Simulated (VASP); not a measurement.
A run of VASP 6.6.1:

Contents of INCAR:

```
PREC = Accurate
ENCUT = 500
EDIFF = 1E-6
ISMEAR = 0
SIGMA = 0.1
LREAL = F
LASPH = T
NELM = 120
ALGO = Normal
ISIF = 2
LWAVE = F
LCHARG = F
GGA = PS
IVDW = 13
NBANDS = 8
GGA_COMPAT = F
```

File KPOINTS:

```
Automatic mesh
0
Gamma
  18 18 18
```

The input POSCAR:

```
P
1.0
    2.3611905547      0.0000000000      0.0000000000
    0.0000000000      2.3611905547      0.0000000000
    0.0000000000      0.0000000000      2.3611905547
P
1
Direct
    0.0000000000      0.0000000000      0.0000000000
```

Potentials or basis: VASP PAW PBE potentials, release 64 (P).

Launch:

```sh
$ cat potpaw_PBE.64/P/POTCAR > POTCAR
$ mpirun -np 1 vasp_std > vasp.out
```

Hardware: 1 thread of Intel(R) Xeon(R) 6975P-C (Granite Rapids) (shared host).

**Question.** Estimate the wall time of this run.

**Answer.** Wall time 9.1 s on 1 thread of Intel(R) Xeon(R) 6975P-C (Granite Rapids) (shared host), peak memory 0.12 GiB. Counts: scf iterations 10, k points 220.
